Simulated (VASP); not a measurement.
# La: single point with r2SCAN

Crystal: La.

```
CELL_PARAMETERS angstrom
5.97960 0.00000 0.00000
-2.98980 5.17848 0.00000
0.00000 0.00000 3.62763
ATOMIC_POSITIONS crystal
La 0.00000 0.00000 0.00000
La 0.33333 0.66667 0.50000
La 0.66667 0.33333 0.50000
```

This isn't the form of La at room conditions, which is double hcp.

```yaml
Program: VASP 6.6.1
Task: single point
Functional: r2SCAN
Potentials_or_basis: VASP PAW PBE potentials, release 64 (La)
Cutoff: 550 eV
k_mesh: 8 × 8 × 12
Occupations: fermi-dirac, width 0.1 eV
Spin: no spin polarisation
Dipole_correction: no
Further_INCAR_settings: ALGO = Normal; EDIFF = 1e-06; NBANDS = 24
```

The pressure is 0.0 GPa. The band gap on the k mesh is zero (an odd number of electrons rules out a gap without spin polarisation).

Levels at points of the mesh, in eV from the Fermi level:
```tsv
k point	band 15	band 16	band 17	band 18	band 19	band 20
(0.00, 0.00, 0.00)	0.53	0.53	0.54	0.55	0.55	1.25
(0.50, 0.00, 0.00)	-1.31	-0.08	0.05	0.21	0.45	1.39
(0.00, 0.00, 0.50)	-1.02	-1.02	-0.44	0.24	1.26	1.26
(0.50, 0.00, 0.50)	-1.20	-0.80	0.04	0.34	0.75	1.16
```

It took 13 min on 1 thread of AMD EPYC 9R45 96-Core Processor (Zen 5), on a shared host, peak memory 0.36 GiB.

Caveat: the PAW data sets were made with another functional, which shifts forces and pressure a little; spin-orbit coupling is left out, which moves the levels of the heavy elements.
